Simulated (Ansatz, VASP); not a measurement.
SrTiO3 in VASP and in Ansatz

INCAR

```
SYSTEM = SrTiO3
PREC = Accurate
ENCUT = 520
EDIFF = 1E-6
ISMEAR = 0
SIGMA = 0.05
LREAL = .False.
LASPH = .True.
NELM = 60
ALGO = Normal
ISIF = 2
LWAVE = .False.
LCHARG = .True.
GGA = PS
LELF = .True.
LVHAR = .True.
NBANDS = 28
```

KPOINTS

```
regular mesh
0
Gamma
  8 8 8
  0 0 0
```

The input POSCAR:

```
SrTiO3
1.0
    3.8913815400      0.0000000000      0.0000000000
    0.0000000000      3.8913815400      0.0000000000
    0.0000000000      0.0000000000      3.8913815400
Sr Ti O
1 1 3
Direct
    0.0455760399      0.0000000000      0.0000000000
    0.4557509628      0.5000000000      0.5000000000
   -0.0334824932      0.5000000000      0.5000000000
    0.4581343353      0.0000000000      0.5000000000
    0.4581343353      0.5000000000      0.0000000000
```

Input for Ansatz:

```yaml
crystal:
  lattice:
    - [3.89138154, 0.0, 0.0]
    - [0.0, 3.89138154, 0.0]
    - [0.0, 0.0, 3.89138154]
  atoms:
    - { symbol: Sr, position: [0.0455760399, 0.0, 0.0] }
    - { symbol: Ti, position: [0.4557509628, 0.5, 0.5] }
    - { symbol: O, position: [-0.0334824932, 0.5, 0.5] }
    - { symbol: O, position: [0.4581343353, 0.0, 0.5] }
    - { symbol: O, position: [0.4581343353, 0.5, 0.0] }
basis:
  ecutwfc: 520.0
kpoints:
  mp_grid: { grid: [8, 8, 8] }
hamiltonian:
  xc: pbesol
  pseudopotentials: { kind: paw, azcp: { folder: soft_1 } }
scf:
  occupations: { method: gaussian, width: 0.05 }
output:
  forces: true
  stress: true
  eigenvalues: true
```

Change from the starting cell: mode 1 frozen in at -0.093 Å and mode 7 at -0.224 Å (largest displacements).

Alike in both runs: task single point; functional PBEsol; k mesh 8 × 8 × 8; occupations gaussian, width 0.05 eV; no spin polarisation.

|  | VASP | Ansatz |
| --- | --- | --- |
| version | VASP 6.6.1 | Ansatz 0.2.0 |
| potentials or method | VASP PAW PBE potentials, release 64 (Sr_sv, Ti_sv, O), cutoff 520 eV | scalar-relativistic, plane waves, PAW |
| valence electrons in the cell | 40 | 40 |

```csv
,VASP,Ansatz,Ansatz less VASP
gap on the k mesh at the Fermi level (eV),1.75,1.78,+0.035
least direct gap on the mesh (eV),2.11,2.13,+0.019
pressure (GPa),3.8,3.1,-0.72
"traceless stress, the component that is largest in VASP (GPa)",-0.34,-0.32,+0.013
rms of the force components (eV/Å),0.464,0.444,-0.0197
```

VASP's potentials were made for PBE, not for PBEsol, and Ansatz warns of the same on its side. Atom by atom the forces differ by 0.023 eV/Å (rms over components).
